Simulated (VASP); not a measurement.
# ZrB (Pm-3m) in VASP: further runs

ZrB is run at these levels: PBE; tasks: single point.

Everything below comes from runs of VASP 6.6.1. Logs are shortened: lines on timing, memory, paths and dates and some standing lists are left out, and cuts for length are marked.

## Step 1: The cell of the first run

The structure is cubic, space group Pm-3m (No. 221). Conventional cell: a = 2.920 Å, b = 2.920 Å, c = 2.920 Å, α = 90.00°, β = 90.00°, γ = 90.00°. Within 3.3 Å of Zr (site symmetry m-3m) lie 8 B at 2.53 Å and 6 Zr at 2.92 Å. B (site symmetry m-3m) has 8 Zr at 2.53 Å and 6 B at 2.92 Å within 3.3 Å.

## Step 2: Single point, PBE

Contents of INCAR:

```
PREC = Accurate ; ENCUT = 520
EDIFF = 1E-6 ; ISMEAR = -1
SIGMA = 0.1 ; LREAL = False
LASPH = True ; NELM = 100
ALGO = Normal ; ISIF = 2
LWAVE = False ; LCHARG = False
GGA = PE ; NBANDS = 14
```

Contents of KPOINTS:

```
Automatic mesh
0
Gamma
  8 8 8
```

Contents of POSCAR:

```
ZrB
1.0
    2.9196754646      0.0000000000      0.0000000000
    0.0000000000      2.9196754646      0.0000000000
    0.0000000000      0.0000000000      2.9196754646
Zr B
1 1
Direct
    0.0000000000      0.0000000000      0.0000000000
    0.5000000000      0.5000000000      0.5000000000
```

Potentials or basis: VASP PAW PBE potentials, release 64 (Zr_sv, B).

On the command line:

```
cat potpaw_PBE.64/Zr_sv/POTCAR potpaw_PBE.64/B/POTCAR > POTCAR
mpirun -np 1 vasp_std > vasp.out
```

OUTCAR:

```text
PREC = Accurate
   ENCUT = 520
   EDIFF = 1E-6
   ISMEAR = -1
   LREAL = False
   LASPH = True
   NELM = 100
   ISIF = 2
   GGA = PE

 ion  position               nearest neighbor table
   1  0.000  0.000  0.000-   2 2.53   2 2.53   2 2.53   2 2.53   2 2.53   2 2.53   2 2.53   2 2.53

   2  0.500  0.500  0.500-   1 2.53   1 2.53   1 2.53   1 2.53   1 2.53   1 2.53   1 2.53   1 2.53

  LATTYP: Found a simple cubic cell.
 ALAT       =     2.9196754646

  Lattice vectors:

 A1 = (   2.9196754646,   0.0000000000,   0.0000000000)
 A2 = (   0.0000000000,   2.9196754646,   0.0000000000)
 A3 = (   0.0000000000,   0.0000000000,   2.9196754646)

Analysis of symmetry for initial positions (statically):
=====================================================================
 Subroutine PRICEL returns:
 Original cell was already a primitive cell.

 Routine SETGRP: Setting up the symmetry group for a
 simple cubic supercell.

 Subroutine GETGRP returns: Found 48 space group operations
 (whereof 48 operations were pure point group operations)
 out of a pool of 48 trial point group operations.

The static configuration has the point symmetry O_h .

Analysis of symmetry for dynamics (positions and initial velocities):
=====================================================================
 Subroutine PRICEL returns:
 Original cell was already a primitive cell.

 Routine SETGRP: Setting up the symmetry group for a
 simple cubic supercell.

 Subroutine GETGRP returns: Found 48 space group operations
 (whereof 48 operations were pure point group operations)
 out of a pool of 48 trial point group operations.

The dynamic configuration has the point symmetry O_h .

 Subroutine INISYM returns: Found 48 space group operations
 (whereof 48 operations are pure point group operations),
 and found     1 'primitive' translations

----------------------------------------------------------------------------------------

                                     Primitive cell

  volume of cell :      24.8888

  direct lattice vectors                    reciprocal lattice vectors
     2.919675465  0.000000000  0.000000000     0.342503820  0.000000000  0.000000000
     0.000000000  2.919675465  0.000000000     0.000000000  0.342503820  0.000000000
     0.000000000  0.000000000  2.919675465     0.000000000  0.000000000  0.342503820

  length of vectors
     2.919675465  2.919675465  2.919675465     0.342503820  0.342503820  0.342503820

  position of ions in fractional coordinates (direct lattice)
     0.000000000  0.000000000  0.000000000
     0.500000000  0.500000000  0.500000000

  ion indices of the primitive-cell ions
   primitive index   ion index
                 1           1
                 2           2

----------------------------------------------------------------------------------------

 KPOINTS: Automatic mesh

Automatic generation of k-mesh.
 Grid dimensions read from file:
 generate k-points for:    8    8    8

 Generating k-lattice:

  Cartesian coordinates                     Fractional coordinates (reciprocal lattice)
     0.042812978  0.000000000  0.000000000     0.125000000  0.000000000  0.000000000
     0.000000000  0.042812978  0.000000000     0.000000000  0.125000000  0.000000000
     0.000000000  0.000000000  0.042812978     0.000000000  0.000000000  0.125000000

  Length of vectors
     0.042812978  0.042812978  0.042812978

  Shift w.r.t. Gamma in fractional coordinates (k-lattice)
     0.000000000  0.000000000  0.000000000

 Subroutine IBZKPT returns following result:
 ===========================================

 Found     35 irreducible k-points:

 Following reciprocal coordinates:
            Coordinates               Weight
  0.000000  0.000000  0.000000      1.000000
  0.125000  0.000000  0.000000      6.000000
  0.250000  0.000000  0.000000      6.000000
  0.375000  0.000000  0.000000      6.000000
  0.500000  0.000000  0.000000      3.000000
  0.125000  0.125000  0.000000     12.000000
[... 16 lines left out ...]
  0.375000  0.375000  0.125000     24.000000
  0.500000  0.375000  0.125000     24.000000
 [... further k-points ...]
   k-points           NKPTS =     35   k-points in BZ     NKDIM =     35   number of bands    NBANDS=     14
   number of dos      NEDOS =    301   number of ions     NIONS =      2
   total plane-waves  NPLWV =  13824
   dimension x,y,z NGX =    24 NGY =   24 NGZ =   24
   dimension x,y,z NGXF=    48 NGYF=   48 NGZF=   48
   ions per type =               1   1
   NGX,Y,Z   is equivalent  to a cutoff of  13.67, 13.67, 13.67 a.u.
   NGXF,Y,Z  is equivalent  to a cutoff of  27.33, 27.33, 27.33 a.u.
 SYSTEM =  unknown system
   PREC   = accura    normal or accurate (medium, high low for compatibility)
   ISTART =      0    job   : 0-new  1-cont  2-samecut
   ICHARG =      2    charge: 1-file 2-atom 10-const
   ISPIN  =      1    spin polarized calculation?
   LNONCOLLINEAR =      F non collinear calculations
   LSORBIT =      F    spin-orbit coupling
   LASPH  =      T    aspherical Exc in radial PAW
   ENCUT  =  520.0 eV  38.22 Ry    6.18 a.u.   5.43  5.43  5.43*2*pi/ulx,y,z
   NELM   =    100;   NELMIN=  2; NELMDL= -5     # of ELM steps
   EDIFF  = 0.1E-05   stopping-criterion for ELM
   LREAL  =      F    real-space projection
   EDIFFG = 0.1E-04   stopping-criterion for IOM
   NSW    =      0    number of steps for IOM
   IBRION =     -1    ionic relax: 0-MD 1-quasi-New 2-CG
   NFREE  =      0    steps in history (QN), initial steepest desc. (CG)
   ISIF   =      2    stress and relaxation
   ISYM   =      2    0-nonsym 1-usesym 2-fastsym
   POTIM  = 0.5000    time-step for ionic-motion
   TEBEG  =    0.0;   TEEND  =   0.0 temperature during run
   PSTRESS=    0.0 pullay stress
   NELECT =      15.0000    total number of electrons
   NUPDOWN=      -1.0000    fix difference up-down
   EMIN   =  10.00;   EMAX   =-10.00  energy-range for DOS
   EFERMI =   0.00;   METHOD = LEGACY
   ISMEAR =    -1;   SIGMA  =   0.10  broadening in eV -4-tet -1-fermi 0-gaus
   EFERMI_NEDOS =   21; number of points for ismear=-14 and -15
   IALGO  =     38    algorithm
   IMIX   =      4    mixing-type and parameters
     AMIX     =   0.40;   BMIX     =  1.00
     AMIX_MAG =   1.60;   BMIX_MAG =  1.00
  volume/ion in A,a.u.               =      12.44        83.98
  Fermi-wavevector in a.u.,A,eV,Ry     =   1.382836  2.613181 26.017541  1.912235
  Thomas-Fermi vector in A             =   2.507490
   LORBIT       =      0    0 simple, 1 ext, 2 COOP (PROOUT), +10 PAW based schemes
   GGA     = PE    functional components
   LHFCALC =     F    Hartree Fock is set to
   AEXX    =    0.0000 exact exchange contribution
   IVDW    =     0    specifies the selected vdW correction
   LEPSILON=     F    determine dielectric tensor
   LRPA    =     F    only Hartree local field effects (RPA)
 non-spin polarized calculation
  energy-cutoff  :      520.00
  volume of cell :       24.89
 maximum number of plane-waves:       691
 NGX is ok and might be reduce to    24
   NGX = 11   NGY = 11   NGZ = 11

 number of electron      15.0000000 magnetization

 Free energy of the ion-electron system (eV)
  ---------------------------------------------------
  ext. energy  EPLUGINS =         0.00000000
  ---------------------------------------------------
  free energy    TOTEN  =       -14.84174477 eV

  energy without entropy =      -14.76917950  energy(sigma->0) =      -14.80546214

 E-fermi :  10.8538     XC(G=0): -12.3450

 val. band max:       10.8468862030   @ k =   0.5000   0.5000   0.2500
 cond. band min:      10.9206550548   @ k =   0.3750   0.2500   0.0000
 fundamental gap:      0.0737688518
 Fermi energy:        10.8538184691

 k-point     1 :       0.0000    0.0000    0.0000
  band No.  band energies     occupation
      1     -37.6624      2.00000
      2     -15.1824      2.00000
      3     -15.1824      2.00000
      4     -15.1824      2.00000
      5       0.6198      2.00000
      6       8.5268      2.00000
      7       8.5268      2.00000
      8      13.3997      0.00000
      9      13.3997      0.00000
     10      13.3997      0.00000
     11      15.8897      0.00000
     12      15.8897      0.00000
     13      15.8897      0.00000
     14      22.9796      0.00000

 k-point     2 :       0.1250    0.0000    0.0000
  band No.  band energies     occupation
      1     -37.6409      2.00000
      2     -15.3926      2.00000
      3     -15.1626      2.00000
      4     -15.1626      2.00000
      5       0.9660      2.00000
      6       8.5662      2.00000
      7       8.6710      2.00000
      8      12.6020      0.00000
      9      12.6020      0.00000
     10      13.2411      0.00000
     11      15.9593      0.00000
     12      16.7045      0.00000
     13      16.7045      0.00000
     14      23.3266      0.00000

 k-point     3 :       0.2500    0.0000    0.0000
  band No.  band energies     occupation
      1     -37.5883      2.00000
      2     -15.8737      2.00000
      3     -15.1145      2.00000
      4     -15.1145      2.00000
      5       1.8902      2.00000
      6       7.9770      2.00000
      7       9.0524      2.00000
      8      11.3916      0.00919
      9      11.3916      0.00919
     10      13.9289      0.00000
     11      16.1332      0.00000
     12      18.0775      0.00000
     13      18.0775      0.00000
     14      22.1295      0.00000
[... 324 lines left out ...]
 k-point    23 :       0.3750    0.3750    0.1250
  band No.  band energies     occupation
      1     -37.3925      2.00000
      2     -16.1168      2.00000
      3     -16.0871      2.00000
      4     -15.1428      2.00000
      5       3.5115      2.00000
      6       7.4522      2.00000
      7       8.4169      2.00000
      8      10.9627      0.50385
      9      12.2924      0.00000
     10      13.9677      0.00000
     11      15.4870      0.00000
     12      17.3284      0.00000
     13      19.1797      0.00000
     14      21.9074      0.00000

 k-point    24 :       0.5000    0.3750    0.1250
  band No.  band energies     occupation
      1     -37.3711      2.00000
      2     -16.2682      2.00000
      3     -16.0685      2.00000
      4     -15.1226      2.00000
      5       3.4353      2.00000
      6       7.7206      2.00000
      7       8.1991      2.00000
      8      10.9768      0.45239
      9      12.6283      0.00000
     10      13.9915      0.00000
     11      14.8941      0.00000
     12      17.8429      0.00000
     13      19.1864      0.00000
     14      22.5146      0.00000

 [... further k-points ...]
[... 5 lines left out ...]
  --------------------------------------------------------------------------------------
  -------------------------------------------------------------------------------------
  Total        3.1291715      3.1291715      3.1291715      0.0000000      0.0000000     -0.0000000
  in kB      201.4355917    201.4355917    201.4355917      0.0000000      0.0000000     -0.0000000
  external PRESSURE =     201.4355917 kB  Pullay stress =       0.0000000 kB

 VOLUME and BASIS-vectors are now :
 -----------------------------------------------------------------------------
  energy-cutoff  :      520.00
  volume of cell :       24.89
      direct lattice vectors                 reciprocal lattice vectors
     2.919675465  0.000000000  0.000000000     0.342503820  0.000000000  0.000000000
     0.000000000  2.919675465  0.000000000     0.000000000  0.342503820  0.000000000
     0.000000000  0.000000000  2.919675465     0.000000000  0.000000000  0.342503820

 POSITION                                       TOTAL-FORCE (eV/Angst)
 -----------------------------------------------------------------------------------
      0.00000      0.00000      0.00000         0.000000      0.000000      0.000000
      1.45984      1.45984      1.45984         0.000000      0.000000      0.000000
 -----------------------------------------------------------------------------------
    total drift:                                0.000000      0.000000      0.000000

  FREE ENERGIE OF THE ION-ELECTRON SYSTEM (eV)
  ---------------------------------------------------
  free  energy   TOTEN  =       -14.8417447692 eV

  energy  without entropy=      -14.7691795046  energy(sigma->0) =      -14.80546214
```

It took 4 s on 1 thread of Intel Xeon 6975P-C (Granite Rapids), shared host; peak memory 0.14 GiB.

Results:

```yaml
Free_energy: -14.8417 eV
Pressure: 20.1 GPa
```

[end of part 1 of 2]
